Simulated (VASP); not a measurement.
# BaTiO3 (R3m) in VASP: notebook

BaTiO3 is run at these levels: r2SCAN; tasks: single point.

All numbers are computed with VASP 6.6.1; they aren't measurements. Logs are shortened: lines on timing, memory, paths and dates and some standing lists are left out, and cuts for length are marked.

## 1. The cell of the first run

It takes space group R3m (No. 160, trigonal). Conventional cell: a = 5.680 Å, b = 5.680 Å, c = 6.994 Å, α = 90.00°, β = 90.00°, γ = 120.00°. Ba (site symmetry 3m) has 9 O at 2.33 to 2.93 Å and 1 Ti at 2.99 Å within 3.1 Å. Ti (site symmetry 3m) has 6 O at 1.87 to 2.16 Å within 2.5 Å. Within 2.5 Å of O (site symmetry m) lie 2 Ti at 1.87 to 2.16 Å and 1 Ba at 2.33 Å.

## 2. Single point, r2SCAN (atom 1 (Ba) moved -0.600 Å towards its neighbour atom 2 (Ti) at 3.403 Å)

POSCAR reads:

```
BaTiO3
1.0
    2.8400536833      1.6397057586      2.3314328269
   -2.8400536833      1.6397057586      2.3314328269
    0.0000000000     -3.2794115171      2.3314328269
Ba Ti O
1 1 3
Direct
    0.0885692614      0.0885692614      0.0885692614
    0.5162478494      0.5162478494      0.5162478494
    0.4897536543      0.4897536543      0.9801597377
    0.4897536543      0.9801597377      0.4897536543
    0.9801597377      0.4897536543      0.4897536543
```

INCAR.step1 reads:

```
ALGO = Normal
EDIFF = 1E-4
ENCUT = 520
GGA = PE
ISMEAR = 0
LASPH = T
LCHARG = F
LREAL = F
LWAVE = T
NBANDS = 28
NELM = 60
PREC = Accurate
SIGMA = 0.05
```

INCAR.step2 reads:

```
ALGO = Normal
EDIFF = 1E-6
ENCUT = 520
ISIF = 2
ISMEAR = 0
ISTART = 1
LASPH = T
LCHARG = F
LMIXTAU = T
LREAL = F
LWAVE = F
METAGGA = R2SCAN
NBANDS = 28
NELM = 60
PREC = Accurate
SIGMA = 0.05
```

KPOINTS reads:

```
k-points
0
Gamma
  6 6 6
```

Potentials or basis: VASP PAW PBE potentials, release 64 (Ba_sv, Ti_sv, O).

Command:

```console
cat potpaw_PBE.64/Ba_sv/POTCAR potpaw_PBE.64/Ti_sv/POTCAR potpaw_PBE.64/O/POTCAR > POTCAR
cp INCAR.step1 INCAR
mpirun -np 1 vasp_std > vasp.out
cp INCAR.step2 INCAR
mpirun -np 1 vasp_std > vasp.out
```

OUTCAR:

```text
EDIFF = 1E-6
   ENCUT = 520
   ISIF = 2
   ISMEAR = 0
   ISTART = 1
   LASPH = T
   LREAL = F
   METAGGA = R2SCAN
   NELM = 60
   PREC = Accurate

 ion  position               nearest neighbor table
   1  0.089  0.089  0.089-   4 2.33   5 2.33   3 2.33   4 2.93   5 2.93   3 2.93   3 2.93   5 2.93
                             4 2.93   2 2.99   2 3.35   2 3.35   2 3.35   2 3.68   2 3.68   2 3.68
   2  0.516  0.516  0.516-   3 1.87   4 1.87   5 1.87   3 2.16   4 2.16   5 2.16   1 2.99   1 3.35
                             1 3.35   1 3.35   1 3.68   1 3.68   1 3.68
   3  0.490  0.490  0.980-   2 1.87   2 2.16   1 2.33   1 2.93   1 2.93
   4  0.490  0.980  0.490-   2 1.87   2 2.16   1 2.33   1 2.93   1 2.93
   5  0.980  0.490  0.490-   2 1.87   2 2.16   1 2.33   1 2.93   1 2.93

  LATTYP: Found a trigonal (rhomboedric) cell.
 ALAT       =     4.0236946859
 COS(alpha) =     0.0036015225

  Lattice vectors:

 A1 = (   2.8400536833,   1.6397057586,   2.3314328269)
 A2 = (  -2.8400536833,   1.6397057586,   2.3314328269)
 A3 = (   0.0000000000,  -3.2794115171,   2.3314328269)

Analysis of symmetry for initial positions (statically):
=====================================================================
 Subroutine PRICEL returns:
 Original cell was already a primitive cell.

 Routine SETGRP: Setting up the symmetry group for a
 trigonal (rhombohedral) supercell.

 Subroutine GETGRP returns: Found  6 space group operations
 (whereof  6 operations were pure point group operations)
 out of a pool of 12 trial point group operations.

The static configuration has the point symmetry C_3v.

Analysis of symmetry for dynamics (positions and initial velocities):
=====================================================================
 Subroutine PRICEL returns:
 Original cell was already a primitive cell.

 Routine SETGRP: Setting up the symmetry group for a
 trigonal (rhombohedral) supercell.

 Subroutine GETGRP returns: Found  6 space group operations
 (whereof  6 operations were pure point group operations)
 out of a pool of 12 trial point group operations.

The dynamic configuration has the point symmetry C_3v.

 Subroutine INISYM returns: Found  6 space group operations
 (whereof  6 operations are pure point group operations),
 and found     1 'primitive' translations

----------------------------------------------------------------------------------------

                                     Primitive cell

  volume of cell :      65.1428

  direct lattice vectors                    reciprocal lattice vectors
     2.840053683  1.639705759  2.331432827     0.176053010  0.101644253  0.142973595
    -2.840053683  1.639705759  2.331432827    -0.176053010  0.101644253  0.142973595
     0.000000000 -3.279411517  2.331432827     0.000000000 -0.203288506  0.142973595

  length of vectors
     4.023694686  4.023694686  4.023694686     0.248531015  0.248531015  0.248531015

  position of ions in fractional coordinates (direct lattice)
     0.088569261  0.088569261  0.088569261
     0.516247849  0.516247849  0.516247849
     0.489753654  0.489753654  0.980159738
     0.489753654  0.980159738  0.489753654
     0.980159738  0.489753654  0.489753654

  ion indices of the primitive-cell ions
   primitive index   ion index
                 1           1
                 2           2
                 3           3
                 4           4
                 5           5

----------------------------------------------------------------------------------------

 KPOINTS: k-points

Automatic generation of k-mesh.
 Grid dimensions read from file:
 generate k-points for:    6    6    6

 Generating k-lattice:

  Cartesian coordinates                     Fractional coordinates (reciprocal lattice)
     0.029342168  0.016940709  0.023828933     0.166666667 -0.000000000 -0.000000000
    -0.029342168  0.016940709  0.023828933    -0.000000000  0.166666667 -0.000000000
     0.000000000 -0.033881418  0.023828933    -0.000000000 -0.000000000  0.166666667

  Length of vectors
     0.041421836  0.041421836  0.041421836

  Shift w.r.t. Gamma in fractional coordinates (k-lattice)
     0.000000000  0.000000000  0.000000000

 Subroutine IBZKPT returns following result:
 ===========================================

 Found     32 irreducible k-points:

 Following reciprocal coordinates:
            Coordinates               Weight
  0.000000  0.000000  0.000000      1.000000
  0.166667 -0.000000 -0.000000      6.000000
  0.333333 -0.000000 -0.000000      6.000000
  0.500000 -0.000000 -0.000000      3.000000
  0.166667  0.166667 -0.000000      6.000000
  0.333333  0.166667 -0.000000     12.000000
[... 16 lines left out ...]
  0.500000  0.500000  0.166667      6.000000
 -0.333333  0.500000  0.166667     12.000000
 [... further k-points ...]
   k-points           NKPTS =     32   k-points in BZ     NKDIM =     32   number of bands    NBANDS=     28
   number of dos      NEDOS =    301   number of ions     NIONS =      5
   total plane-waves  NPLWV =  27000
   dimension x,y,z NGX =    30 NGY =   30 NGZ =   30
   dimension x,y,z NGXF=    60 NGYF=   60 NGZF=   60
   ions per type =               1   1   3
   NGX,Y,Z   is equivalent  to a cutoff of  12.40, 12.40, 12.40 a.u.
   NGXF,Y,Z  is equivalent  to a cutoff of  24.79, 24.79, 24.79 a.u.
 SYSTEM =  unknown system
   PREC   = accura    normal or accurate (medium, high low for compatibility)
   ISTART =      1    job   : 0-new  1-cont  2-samecut
   ICHARG =      0    charge: 1-file 2-atom 10-const
   ISPIN  =      1    spin polarized calculation?
   LNONCOLLINEAR =      F non collinear calculations
   LSORBIT =      F    spin-orbit coupling
   LASPH  =      T    aspherical Exc in radial PAW
   ENCUT  =  520.0 eV  38.22 Ry    6.18 a.u.   7.48  7.48  7.48*2*pi/ulx,y,z
   NELM   =     60;   NELMIN=  2; NELMDL=  0     # of ELM steps
   EDIFF  = 0.1E-05   stopping-criterion for ELM
   LREAL  =      F    real-space projection
   EDIFFG = 0.1E-04   stopping-criterion for IOM
   NSW    =      0    number of steps for IOM
   IBRION =     -1    ionic relax: 0-MD 1-quasi-New 2-CG
   NFREE  =      0    steps in history (QN), initial steepest desc. (CG)
   ISIF   =      2    stress and relaxation
   ISYM   =      2    0-nonsym 1-usesym 2-fastsym
   POTIM  = 0.5000    time-step for ionic-motion
   TEBEG  =    0.0;   TEEND  =   0.0 temperature during run
   PSTRESS=    0.0 pullay stress
   NELECT =      40.0000    total number of electrons
   NUPDOWN=      -1.0000    fix difference up-down
   EMIN   =  10.00;   EMAX   =-10.00  energy-range for DOS
   EFERMI =   0.00;   METHOD = LEGACY
   ISMEAR =     0;   SIGMA  =   0.05  broadening in eV -4-tet -1-fermi 0-gaus
   EFERMI_NEDOS =   21; number of points for ismear=-14 and -15
   IALGO  =     38    algorithm
   IMIX   =      4    mixing-type and parameters
     AMIX     =   0.40;   BMIX     =  1.00
     AMIX_MAG =   1.60;   BMIX_MAG =  1.00
  volume/ion in A,a.u.               =      13.03        87.92
  Fermi-wavevector in a.u.,A,eV,Ry     =   1.391466  2.629490 26.343298  1.936178
  Thomas-Fermi vector in A             =   2.515302
   LORBIT       =      0    0 simple, 1 ext, 2 COOP (PROOUT), +10 PAW based schemes
   METAGGA = R2SCAN    functional components
   LHFCALC =     F    Hartree Fock is set to
   AEXX    =    0.0000 exact exchange contribution
   IVDW    =     0    specifies the selected vdW correction
   LEPSILON=     F    determine dielectric tensor
   LRPA    =     F    only Hartree local field effects (RPA)
 non-spin polarized calculation
 Gauss-broadening in eV      SIGMA  =   0.05
  energy-cutoff  :      520.00
  volume of cell :       65.14
 maximum number of plane-waves:      1776
 NGX is ok and might be reduce to    30
   NGX = 15   NGY = 15   NGZ = 15

 number of electron      40.0000010 magnetization

 Free energy of the ion-electron system (eV)
  ---------------------------------------------------
  ext. energy  EPLUGINS =         0.00000000
  ---------------------------------------------------
  free energy    TOTEN  =       -72.48012406 eV

  energy without entropy =      -72.48012406  energy(sigma->0) =      -72.48012406

 E-fermi :   3.3956     XC(G=0): -11.7139

 val. band max:        3.1220007807   @ k =   0.5000   0.5000   0.5000
 cond. band min:       5.9094516925   @ k =   0.0000   0.0000   0.0000
 fundamental gap:      2.7874509118
 Fermi energy:         3.3955689045

 k-point     1 :       0.0000    0.0000    0.0000
  band No.  band energies     occupation
      1     -55.4607      2.00000
      2     -30.6879      2.00000
      3     -30.6571      2.00000
      4     -30.6571      2.00000
      5     -21.9668      2.00000
      6     -14.6022      2.00000
[... 20 lines left out ...]
     27      10.2449      0.00000
     28      10.9835      0.00000

 k-point     2 :       0.1667   -0.0000   -0.0000
  band No.  band energies     occupation
      1     -55.4605      2.00000
      2     -30.6943      2.00000
      3     -30.6645      2.00000
      4     -30.6566      2.00000
      5     -21.9294      2.00000
      6     -14.6843      2.00000
[... 20 lines left out ...]
     27      10.4580      0.00000
     28      11.5513      0.00000

 k-point     3 :       0.3333   -0.0000   -0.0000
  band No.  band energies     occupation
      1     -55.4600      2.00000
      2     -30.7158      2.00000
      3     -30.6702      2.00000
      4     -30.6557      2.00000
      5     -21.8527      2.00000
      6     -14.8921      2.00000
[... 20 lines left out ...]
     27      11.0459      0.00000
     28      12.3074      0.00000

 k-point     4 :       0.5000   -0.0000   -0.0000
  band No.  band energies     occupation
      1     -55.4597      2.00000
      2     -30.7286      2.00000
      3     -30.6710      2.00000
      4     -30.6552      2.00000
      5     -21.8132      2.00000
      6     -14.9998      2.00000
[... 20 lines left out ...]
     27      11.6403      0.00000
     28      12.4040      0.00000

 k-point     5 :       0.1667    0.1667   -0.0000
  band No.  band energies     occupation
      1     -55.4602      2.00000
      2     -30.6984      2.00000
      3     -30.6703      2.00000
      4     -30.6597      2.00000
      5     -21.8951      2.00000
      6     -14.6706      2.00000
[... 20 lines left out ...]
     27      10.9908      0.00000
     28      11.7939      0.00000

 k-point     6 :       0.3333    0.1667   -0.0000
  band No.  band energies     occupation
      1     -55.4597      2.00000
      2     -30.7164      2.00000
      3     -30.6784      2.00000
      4     -30.6596      2.00000
      5     -21.8239      2.00000
      6     -14.8047      2.00000
[... 463 lines left out ...]
      5     -21.7385      2.00000
      6     -14.6175      2.00000
[... 20 lines left out ...]
     27      12.0544      0.00000
     28      13.1159      0.00000

 k-point    22 :      -0.1667    0.3333    0.1667
  band No.  band energies     occupation
      1     -55.4594      2.00000
      2     -30.7169      2.00000
      3     -30.6811      2.00000
      4     -30.6691      2.00000
      5     -21.7954      2.00000
      6     -14.7292      2.00000
[... 20 lines left out ...]
     27      11.7776      0.00000
     28      12.4625      0.00000

 k-point    23 :       0.5000    0.5000    0.1667
  band No.  band energies     occupation
      1     -55.4583      2.00000
      2     -30.7345      2.00000
      3     -30.7091      2.00000
      4     -30.6732      2.00000
      5     -21.6836      2.00000
      6     -14.5256      2.00000
[... 20 lines left out ...]
     27      12.3880      0.00000
     28      13.1855      0.00000

 k-point    24 :      -0.3333    0.5000    0.1667
  band No.  band energies     occupation
      1     -55.4586      2.00000
      2     -30.7304      2.00000
      3     -30.7010      2.00000
      4     -30.6732      2.00000
      5     -21.7098      2.00000
      6     -14.5986      2.00000
[... 20 lines left out ...]
     27      12.0957      0.00000
     28      13.3051      0.00000

 [... further k-points ...]
[... 5 lines left out ...]
  --------------------------------------------------------------------------------------
  -------------------------------------------------------------------------------------
  Total        4.4863124      4.4863124     10.8526787      0.0000000      0.0000000      0.0000000
  in kB      110.3401225    110.3401225    266.9198665      0.0000000      0.0000000      0.0000000
  external PRESSURE =     162.5333705 kB  Pullay stress =       0.0000000 kB

 VOLUME and BASIS-vectors are now :
 -----------------------------------------------------------------------------
  energy-cutoff  :      520.00
  volume of cell :       65.14
      direct lattice vectors                 reciprocal lattice vectors
     2.840053683  1.639705759  2.331432827     0.176053010  0.101644253  0.142973595
    -2.840053683  1.639705759  2.331432827    -0.176053010  0.101644253  0.142973595
     0.000000000 -3.279411517  2.331432827     0.000000000 -0.203288506  0.142973595

 POSITION                                       TOTAL-FORCE (eV/Angst)
 -----------------------------------------------------------------------------------
      0.00000      0.00000      0.61948         0.000000     -0.000000     -7.351343
      0.00000      0.00000      3.61079         0.000000      0.000000      2.431116
      0.00000     -1.60824      4.56883         0.000000      1.041795      1.640076
     -1.39278      0.80412      4.56883         0.902221     -0.520897      1.640076
      1.39278      0.80412      4.56883        -0.902221     -0.520897      1.640076
 -----------------------------------------------------------------------------------
    total drift:                               -0.000000     -0.000001      0.004094

  FREE ENERGIE OF THE ION-ELECTRON SYSTEM (eV)
  ---------------------------------------------------
  free  energy   TOTEN  =       -72.4801240609 eV

  energy  without entropy=      -72.4801240609  energy(sigma->0) =      -72.48012406
```

Run time: 5.1 min. Hardware: 1 thread of AMD EPYC, shared host; peak memory 0.18 GiB.

What came out:

| Quantity | Value |
| --- | --- |
| Free energy | -72.4801 eV |
| Pressure | 16.3 GPa |
| Largest force | 7.351 eV/Å |
| Band gap on the k mesh | 2.79 eV, indirect (least direct gap 3.17 eV) |

Forces on the atoms (eV/Å):
```
Ba   0.000  0.000 -7.351
Ti   0.000  0.000  2.431
O    0.000  1.042  1.640
O    0.902 -0.521  1.640
O   -0.902 -0.521  1.640
```

Levels at points of the mesh, in eV from the valence-band top:
| k point | band 17 | band 18 | band 19 | band 20 | band 21 | band 22 | band 23 | band 24 |
| --- | --- | --- | --- | --- | --- | --- | --- | --- |
| (0.00, 0.00, 0.00) | -1.08 | -0.69 | -0.69 | -0.60 | 2.79 | 2.79 | 3.13 | 4.72 |
| (0.50, 0.00, 0.00) | -1.28 | -1.23 | -1.06 | -0.70 | 2.89 | 3.90 | 4.21 | 4.68 |
| (0.50, 0.50, 0.00) | -1.79 | -0.80 | -0.36 | -0.02 | 4.02 | 4.07 | 4.56 | 5.19 |
| (0.50, 0.50, 0.50) | -1.71 | -0.38 | -0.38 | 0.00 | 4.43 | 4.76 | 4.76 | 7.78 |

Caveat: the cell differs from its parent crystal (atom 1 (Ba) moved -0.600 Å towards its neighbour atom 2 (Ti) at 3.403 Å); the PAW data sets were made with another functional, which shifts forces and pressure a little; spin-orbit coupling is left out, which moves the levels of the heavy elements. A k mesh can miss the band edges.

[end of part 1 of 3]
